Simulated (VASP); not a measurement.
# Sr8Ti8O23 (a cell with a defect) in VASP: single point with HSE06

Aim: the single point of Sr8Ti8O23 (a cell with a defect) with HSE06.

Everything below comes from runs of VASP 6.6.1. Logs are shortened: lines on timing, memory, paths and dates and some standing lists are left out, and cuts for length are marked.

**1. The cell of the first run**

The cell holds a defect, 39 atoms: a = 7.783 Å, b = 7.783 Å, c = 7.783 Å, α = 90.00°, β = 90.00°, γ = 90.00°.

**2. Single point, HSE06**

The input, POSCAR:

```
Sr8Ti8O23
1.0
    7.7828210000      0.0000000000      0.0000000000
    0.0000000000      7.7828210000      0.0000000000
    0.0000000000      0.0000000000      7.7828210000
Sr Ti O
8 8 23
Direct
    0.9922020000      0.9873580000      0.9934500000
    0.9933060000      0.9860230000      0.5052730000
    0.9927740000      0.5104010000      0.9923750000
    0.9933180000      0.5117550000      0.5070310000
    0.5029350000      0.9866860000      0.9927860000
    0.5058070000      0.9853900000      0.5025860000
    0.5026830000      0.5093420000      0.9929730000
    0.5049140000      0.5111030000      0.5043090000
    0.2597790000      0.2465840000      0.2407910000
    0.2380330000      0.2501750000      0.7682290000
    0.2494850000      0.7466690000      0.2465550000
    0.2486170000      0.7504310000      0.7446600000
    0.7320610000      0.2473130000      0.2558860000
    0.7452810000      0.2472170000      0.7470560000
    0.7520180000      0.7451470000      0.2477750000
    0.7478690000      0.7472270000      0.7483990000
    0.2223010000      0.2515830000      0.0019150000
    0.2549860000      0.7484090000      0.9906950000
    0.2553380000      0.7507790000      0.4949160000
    0.7544280000      0.2524570000      0.0113530000
    0.7515800000      0.2537240000      0.5047180000
    0.7523660000      0.7520220000      0.0016800000
    0.7507020000      0.7509330000      0.5013900000
    0.1009160000      0.2495680000      0.3996120000
    0.9975710000      0.2515270000      0.7497890000
    0.0074110000      0.7516470000      0.2465910000
    0.0015530000      0.7502280000      0.7520070000
    0.4994220000      0.2509780000      0.2783430000
    0.4924680000      0.2503760000      0.7487450000
    0.5114050000      0.7510420000      0.2489520000
    0.5006690000      0.7512870000      0.7496110000
    0.2655050000      0.0007010000      0.2355500000
    0.2493750000      0.0064370000      0.7323150000
    0.2659920000      0.5001340000      0.2390650000
    0.2501070000      0.4932540000      0.7288270000
    0.7715220000      0.0083900000      0.2550890000
    0.7488570000      0.0007630000      0.7541460000
    0.7708390000      0.4959280000      0.2535400000
    0.7479410000      0.5022820000      0.7552100000
```

The input, INCAR.step1:

```
SYSTEM = Sr8Ti8O23
ALGO = Normal
EDIFF = 1E-5
ENCUT = 520
GGA = PE
GGA_COMPAT = .False.
ISIF = 2
ISMEAR = -1
ISYM = -1
LASPH = .True.
LCHARG = .False.
LREAL = Auto
LWAVE = .True.
NBANDS = 182
NELECT = 312.0
NELM = 120
PREC = Accurate
SIGMA = 0.05
```

The input, INCAR.step2:

```
SYSTEM = Sr8Ti8O23
ALGO = Normal
EDIFF = 1E-6
ENCUT = 520
GGA = PE
GGA_COMPAT = .False.
HFSCREEN = 0.2079
ISIF = 2
ISMEAR = -1
ISTART = 1
ISYM = -1
LASPH = .True.
LCHARG = .False.
LHFCALC = .True.
LREAL = Auto
LWAVE = .False.
NBANDS = 182
NELECT = 312.0
NELM = 120
PREC = Accurate
PRECFOCK = Fast
SIGMA = 0.05
```

The input, KPOINTS:

```
explicit points
1
Reciprocal
  0.25000000   0.25000000   0.25000000 1
```

Potentials or basis: VASP PAW PBE potentials, release 64 (Sr_sv, Ti_sv, O).

Command:

```bash
$ cat potpaw_PBE.64/Sr_sv/POTCAR potpaw_PBE.64/Ti_sv/POTCAR potpaw_PBE.64/O/POTCAR > POTCAR
$ cp INCAR.step1 INCAR
$ mpirun -np 1 vasp_std > vasp.out
$ cp INCAR.step2 INCAR
$ mpirun -np 1 vasp_std > vasp.out
```

OUTCAR:

```text
SYSTEM = Sr8Ti8O23
   EDIFF = 1E-6
   ENCUT = 520
   GGA = PE
   HFSCREEN = 0.2079
   ISIF = 2
   ISMEAR = -1
   ISTART = 1
   ISYM = -1
   LASPH = .True.
   LHFCALC = .True.
   LREAL = Auto
   NELECT = 312.0
   NELM = 120
   PREC = Accurate
   PRECFOCK = Fast

 ion  position               nearest neighbor table
   1  0.992  0.987  0.993-  22 2.62  27 2.63  37 2.66  36 2.67  26 2.69  17 2.73  18 2.76  20 2.78
                            25 2.80  32 2.84  33 2.86  16 3.28  10 3.30  15 3.31  12 3.34  11 3.38
   2  0.993  0.986  0.505-  24 2.36  36 2.61  23 2.63  27 2.66  33 2.67  37 2.72  26 2.72  19 2.74
                            21 2.81  25 2.81  32 2.98  16 3.27  12 3.28  15 3.33  14 3.38  11 3.39
   3  0.993  0.510  0.992-  27 2.64  39 2.65  22 2.65  38 2.67  17 2.69  26 2.73  20 2.74  18 2.76
                            25 2.76  34 2.87  35 2.87  16 3.26  10 3.28  15 3.29  12 3.34  11 3.36
   4  0.993  0.512  0.507-  24 2.36  38 2.63  35 2.64  23 2.65  27 2.66  39 2.72  21 2.75  26 2.76
                            19 2.76  25 2.77  34 2.98  16 3.25  12 3.29  15 3.30  11 3.38  14 3.38
   5  0.503  0.987  0.993-  31 2.63  32 2.65  22 2.67  37 2.67  18 2.68  30 2.71  29 2.80  33 2.83
                            20 2.85  36 2.93  17 3.00  28 3.03  16 3.27  12 3.32  15 3.35  11 3.36
   6  0.506  0.985  0.503-  23 2.64  31 2.65  19 2.67  33 2.68  30 2.69  28 2.71  37 2.73  32 2.80
                            29 2.82  36 2.83  21 2.83  16 3.26  12 3.30  13 3.31  15 3.33  14 3.35
   7  0.503  0.509  0.993-  34 2.66  39 2.66  31 2.67  18 2.68  22 2.71  30 2.74  29 2.77  20 2.80
                            35 2.85  38 2.91  17 2.96  28 3.00  16 3.27  15 3.33  12 3.34  11 3.35
   8  0.505  0.511  0.504-  35 2.65  31 2.67  23 2.67  28 2.68  19 2.69  39 2.72  30 2.73  21 2.77
                            34 2.78  29 2.78  38 2.85  16 3.25  12 3.31  15 3.32  13 3.33  14 3.36
   9  0.260  0.247  0.241-  24 1.75  17 1.88  28 1.89  32 1.91  34 1.97   5 3.38   7 3.39   6 3.46
                             8 3.48   1 3.48   3 3.50   2 3.56   4 3.59
  10  0.238  0.250  0.768-  17 1.82  25 1.88  35 1.92  33 1.92  29 1.99   3 3.28   1 3.30   7 3.37
                             5 3.39   4 3.45   2 3.47   8 3.56   6 3.59
  11  0.249  0.747  0.247-  26 1.88  34 1.92  19 1.93  32 1.98  18 1.99  30 2.04   7 3.35   5 3.36
                             3 3.36   8 3.37   1 3.38   6 3.38   4 3.38   2 3.39
  12  0.249  0.750  0.745-  18 1.92  27 1.92  19 1.94  31 1.96  33 1.99  35 2.01   2 3.28   4 3.29
                             6 3.30   8 3.31   5 3.32   1 3.34   7 3.34   3 3.34
  13  0.732  0.247  0.256-  28 1.82  36 1.88  20 1.91  21 1.94  38 1.96   6 3.31   8 3.33   5 3.39
                             7 3.40   2 3.47   4 3.49   1 3.52   3 3.54
  14  0.745  0.247  0.747-  21 1.89  37 1.92  25 1.96  29 1.97  39 1.99  20 2.06   6 3.35   8 3.36
                             5 3.37   7 3.37   2 3.38   4 3.38   1 3.39   3 3.40
  15  0.752  0.745  0.248-  30 1.87  22 1.92  38 1.95  23 1.97  26 1.99  36 2.06   3 3.29   4 3.30
                             1 3.31   8 3.32   2 3.33   7 3.33   6 3.33   5 3.35
  16  0.748  0.747  0.748-  39 1.91  23 1.92  31 1.92  22 1.97  37 1.97  27 1.97   4 3.25   8 3.25
                             3 3.26   6 3.26   2 3.27   7 3.27   5 3.27   1 3.28
  17  0.222  0.252  0.002-  10 1.82   9 1.88   3 2.69   1 2.73   7 2.96   5 3.00
  18  0.255  0.748  0.991-  12 1.92  11 1.99   5 2.68   7 2.68   3 2.76   1 2.76
  19  0.255  0.751  0.495-  11 1.93  12 1.94   6 2.67   8 2.69   2 2.74   4 2.76
  20  0.754  0.252  0.011-  13 1.91  14 2.06   3 2.74   1 2.78   7 2.80   5 2.85
  21  0.752  0.254  0.505-  14 1.89  13 1.94   4 2.75   8 2.77   2 2.81   6 2.83
  22  0.752  0.752  0.002-  15 1.92  16 1.97   1 2.62   3 2.65   5 2.67   7 2.71
  23  0.751  0.751  0.501-  16 1.92  15 1.97   2 2.63   6 2.64   4 2.65   8 2.67
  24  0.101  0.250  0.400-   9 1.75   4 2.36   2 2.36
  25  0.998  0.252  0.750-  10 1.88  14 1.96   3 2.76   4 2.77   1 2.80   2 2.81
  26  0.007  0.752  0.247-  11 1.88  15 1.99   1 2.69   2 2.72   3 2.73   4 2.76
  27  0.002  0.750  0.752-  12 1.92  16 1.97   1 2.63   3 2.64   2 2.66   4 2.66
  28  0.499  0.251  0.278-  13 1.82   9 1.89   8 2.68   6 2.71   7 3.00   5 3.03
  29  0.492  0.250  0.749-  14 1.97  10 1.99   7 2.77   8 2.78   5 2.80   6 2.82
  30  0.511  0.751  0.249-  15 1.87  11 2.04   6 2.69   5 2.71   8 2.73   7 2.74
  31  0.501  0.751  0.750-  16 1.92  12 1.96   5 2.63   6 2.65   7 2.67   8 2.67
  32  0.266  0.001  0.236-   9 1.91  11 1.98   5 2.65   6 2.80   1 2.84   2 2.98
  33  0.249  0.006  0.732-  10 1.92  12 1.99   2 2.67   6 2.68   5 2.83   1 2.86
  34  0.266  0.500  0.239-  11 1.92   9 1.97   7 2.66   8 2.78   3 2.87   4 2.98
  35  0.250  0.493  0.729-  10 1.92  12 2.01   4 2.64   8 2.65   7 2.85   3 2.87
  36  0.772  0.008  0.255-  13 1.88  15 2.06   2 2.61   1 2.67   6 2.83   5 2.93
  37  0.749  0.001  0.754-  14 1.92  16 1.97   1 2.66   5 2.67   2 2.72   6 2.73
  38  0.771  0.496  0.254-  15 1.95  13 1.96   4 2.63   3 2.67   8 2.85   7 2.91
  39  0.748  0.502  0.755-  16 1.91  14 1.99   3 2.65   7 2.66   4 2.72   8 2.72

IMPORTANT INFORMATION: All symmetrisations will be switched off!
NOSYMM: (Re-)initialisation of all symmetry stuff for point group C_1.

----------------------------------------------------------------------------------------

                                     Primitive cell

  volume of cell :     471.4234

  direct lattice vectors                    reciprocal lattice vectors
     7.782821000  0.000000000  0.000000000     0.128488115  0.000000000  0.000000000
     0.000000000  7.782821000  0.000000000     0.000000000  0.128488115  0.000000000
     0.000000000  0.000000000  7.782821000     0.000000000  0.000000000  0.128488115

  length of vectors
     7.782821000  7.782821000  7.782821000     0.128488115  0.128488115  0.128488115

  position of ions in fractional coordinates (direct lattice)
     0.992202000  0.987358000  0.993450000
     0.993306000  0.986023000  0.505273000
     0.992774000  0.510401000  0.992375000
     0.993318000  0.511755000  0.507031000
     0.502935000  0.986686000  0.992786000
     0.505807000  0.985390000  0.502586000
[... 31 lines left out ...]
     0.770839000  0.495928000  0.253540000
     0.747941000  0.502282000  0.755210000

  ion indices of the primitive-cell ions
   primitive index   ion index
                 1           1
                 2           2
                 3           3
                 4           4
                 5           5
                 6           6
[... 31 lines left out ...]
                38          38
                39          39

----------------------------------------------------------------------------------------

 KPOINTS: explicit points

Read explicit list of k-points.

 Found      1 k-points:

 Following reciprocal coordinates:
            Coordinates               Weight
  0.250000  0.250000  0.250000      1.000000
   k-points           NKPTS =      1   k-points in BZ     NKDIM =      1   number of bands    NBANDS=    182
   number of dos      NEDOS =    301   number of ions     NIONS =     39
   total plane-waves  NPLWV = 216000
   dimension x,y,z NGX =    60 NGY =   60 NGZ =   60
   dimension x,y,z NGXF=   120 NGYF=  120 NGZF=  120
   ions per type =               8   8  23
   NGX,Y,Z   is equivalent  to a cutoff of  12.82, 12.82, 12.82 a.u.
   NGXF,Y,Z  is equivalent  to a cutoff of  25.63, 25.63, 25.63 a.u.
 SYSTEM =  Sr8Ti8O23
   PREC   = accura    normal or accurate (medium, high low for compatibility)
   ISTART =      1    job   : 0-new  1-cont  2-samecut
   ICHARG =      0    charge: 1-file 2-atom 10-const
   ISPIN  =      1    spin polarized calculation?
   LNONCOLLINEAR =      F non collinear calculations
   LSORBIT =      F    spin-orbit coupling
   LASPH  =      T    aspherical Exc in radial PAW
   ENCUT  =  520.0 eV  38.22 Ry    6.18 a.u.  14.47 14.47 14.47*2*pi/ulx,y,z
   NELM   =    120;   NELMIN=  2; NELMDL=  0     # of ELM steps
   EDIFF  = 0.1E-05   stopping-criterion for ELM
   LREAL  =      T    real-space projection
   EDIFFG = 0.1E-04   stopping-criterion for IOM
   NSW    =      0    number of steps for IOM
   IBRION =     -1    ionic relax: 0-MD 1-quasi-New 2-CG
   NFREE  =      0    steps in history (QN), initial steepest desc. (CG)
   ISIF   =      2    stress and relaxation
   ISYM   =     -1    0-nonsym 1-usesym 2-fastsym
   POTIM  = 0.5000    time-step for ionic-motion
   TEBEG  =    0.0;   TEEND  =   0.0 temperature during run
   PSTRESS=    0.0 pullay stress
   NELECT =     312.0000    total number of electrons
   NUPDOWN=      -1.0000    fix difference up-down
   EMIN   =  10.00;   EMAX   =-10.00  energy-range for DOS
   EFERMI =   0.00;   METHOD = LEGACY
   ISMEAR =    -1;   SIGMA  =   0.05  broadening in eV -4-tet -1-fermi 0-gaus
   EFERMI_NEDOS =   21; number of points for ismear=-14 and -15
   IALGO  =     38    algorithm
   IMIX   =      1    mixing-type and parameters
     AMIX     =   0.40;   BMIX     =  1.00
     AMIX_MAG =   1.60;   BMIX_MAG =  1.00
  volume/ion in A,a.u.               =      12.09        81.57
  Fermi-wavevector in a.u.,A,eV,Ry     =   1.426667  2.696010 27.693014  2.035379
  Thomas-Fermi vector in A             =   2.546920
   LORBIT       =      0    0 simple, 1 ext, 2 COOP (PROOUT), +10 PAW based schemes
   GGA     = PE    functional components
   LHFCALC =     T    Hartree Fock is set to
   PRECFOCK=fast      Normal, Fast or Accurate (Low or Medium for compatibility)
   ENCUT4O =  -1.0   cutoff for four orbital integrals eV
   NKREDX  =     1    reduce k-point grid by
   NKREDY  =     1    reduce k-point grid by
   NKREDZ  =     1    reduce k-point grid by
   AEXX    =    0.2500 exact exchange contribution
   HFSCREEN=    0.2079 screening length (either q_TF or 0.3 A-1)
   HFSCREENC=   0.2079 screening length for correlation (either q_TF or 0.3 A-1)
   ENCUTFOCK=  -1.0 apply spherical cutoff to Coloumb kernel
   IVDW    =     0    specifies the selected vdW correction
   LEPSILON=     F    determine dielectric tensor
   LRPA    =     F    only Hartree local field effects (RPA)
 non-spin polarized calculation
  energy-cutoff  :      520.00
  volume of cell :      471.42
 maximum number of plane-waves:     12704
 NGX is ok and might be reduce to    60
  NGX = 30; NGY = 30; NGZ = 30

 number of electron     312.0000018 magnetization

 Free energy of the ion-electron system (eV)
  ---------------------------------------------------
  ext. energy  EPLUGINS =         0.00000000
  ---------------------------------------------------
  free energy    TOTEN  =      -389.81597987 eV

  energy without entropy =     -389.81597987  energy(sigma->0) =     -389.81597987

 E-fermi :   3.9890     XC(G=0):  -9.1450

 val. band max:        2.7864275807   @ k =   0.2500   0.2500   0.2500
 cond. band min:       7.1067330662   @ k =   0.2500   0.2500   0.2500
 fundamental gap:      4.3203054855
 Fermi energy:         3.9889523450

 k-point     1 :       0.2500    0.2500    0.2500
  band No.  band energies     occupation
      1     -57.7228      2.00000
      2     -57.7111      2.00000
      3     -57.6702      2.00000
      4     -57.6239      2.00000
      5     -57.6195      2.00000
      6     -57.5772      2.00000
[... 160 lines left out ...]
    167       8.3169      0.00000
    168       8.3460      0.00000
 [bands above 168 left out]

------------------------ aborting loop because EDIFF is reached ----------------------------------------

  FORCE on cell =-STRESS in cart. coord.  units (eV):
  Direction    XX          YY          ZZ          XY          YZ          ZX
  --------------------------------------------------------------------------------------
  -------------------------------------------------------------------------------------
  Total       -9.9435143    -11.5738328    -10.2821242     -1.0250345     -0.9995799     -1.0310223
  in kB      -33.7939813    -39.3347740    -34.9447794     -3.4836775     -3.3971675     -3.5040276
  external PRESSURE =     -36.0245116 kB  Pullay stress =       0.0000000 kB

 VOLUME and BASIS-vectors are now :
 -----------------------------------------------------------------------------
  energy-cutoff  :      520.00
  volume of cell :      471.42
      direct lattice vectors                 reciprocal lattice vectors
     7.782821000  0.000000000  0.000000000     0.128488115  0.000000000  0.000000000
     0.000000000  7.782821000  0.000000000     0.000000000  0.128488115  0.000000000
     0.000000000  0.000000000  7.782821000     0.000000000  0.000000000  0.128488115

 POSITION                                       TOTAL-FORCE (eV/Angst)
 -----------------------------------------------------------------------------------
      7.72213      7.68443      7.73184         0.041323      0.033326      0.027805
      7.73072      7.67404      3.93245         0.008870     -0.015888      0.010691
      7.72658      3.97236      7.72348         0.034352     -0.020733      0.031314
      7.73082      3.98290      3.94613         0.005869      0.018856     -0.004660
      3.91425      7.67920      7.72668        -0.004474      0.034871      0.029701
      3.93661      7.66911      3.91154        -0.020321      0.040025     -0.009271
[... 31 lines left out ...]
      5.99930      3.85972      1.97326        -0.070187     -0.047237     -0.031432
      5.82109      3.90917      5.87766        -0.025249      0.007972     -0.014872
 -----------------------------------------------------------------------------------
    total drift:                                0.005327      0.052864      0.036384

  FREE ENERGIE OF THE ION-ELECTRON SYSTEM (eV)
  ---------------------------------------------------
  free  energy   TOTEN  =      -389.8159798703 eV

  energy  without entropy=     -389.8159798702  energy(sigma->0) =     -389.81597987
```

It took 16 min on 1 thread of Intel Xeon 6975P-C (Granite Rapids), shared host; peak memory 0.7 GiB.

What came out:

```yaml
Free_energy: -389.8160 eV
Largest_force: 0.449 eV/Å
```

Forces on the atoms (eV/Å):
```
Sr   0.041  0.033  0.028
Sr   0.009 -0.016  0.011
Sr   0.034 -0.021  0.031
Sr   0.006  0.019 -0.005
Sr  -0.004  0.035  0.030
Sr  -0.020  0.040 -0.009
Sr  -0.007 -0.020  0.028
Sr  -0.015 -0.026 -0.020
Ti  -0.097  0.013  0.108
Ti  -0.067 -0.006  0.097
Ti   0.017  0.017  0.033
Ti   0.001 -0.002  0.021
Ti  -0.079  0.021  0.052
Ti   0.070  0.017 -0.046
Ti   0.007  0.028  0.037
Ti   0.032  0.018  0.009
O    0.048 -0.003 -0.043
O   -0.023 -0.010 -0.064
O   -0.022 -0.002  0.009
O   -0.016 -0.032  0.106
O   -0.049 -0.031 -0.018
O   -0.024 -0.023  0.013
O   -0.020 -0.024  0.016
O    0.316 -0.012 -0.319
O    0.093 -0.014  0.029
O    0.022 -0.031 -0.015
O    0.016 -0.011 -0.018
O    0.026 -0.030 -0.070
O   -0.047 -0.012 -0.015
O    0.081 -0.019 -0.033
O    0.007 -0.022 -0.020
O   -0.042  0.039  0.034
O   -0.011  0.064  0.035
O   -0.059  0.001  0.005
O   -0.010 -0.070  0.067
O   -0.086  0.098 -0.042
O   -0.032  0.031 -0.014
O   -0.070 -0.047 -0.031
O   -0.025  0.008 -0.015
```

Caveat: the cell carries a net charge on a neutralising background, which shifts energy and pressure; the cell is charged against a uniform background, so pressure and absolute levels hang on convention; the PAW data sets were made with another functional, which shifts forces and pressure a little.
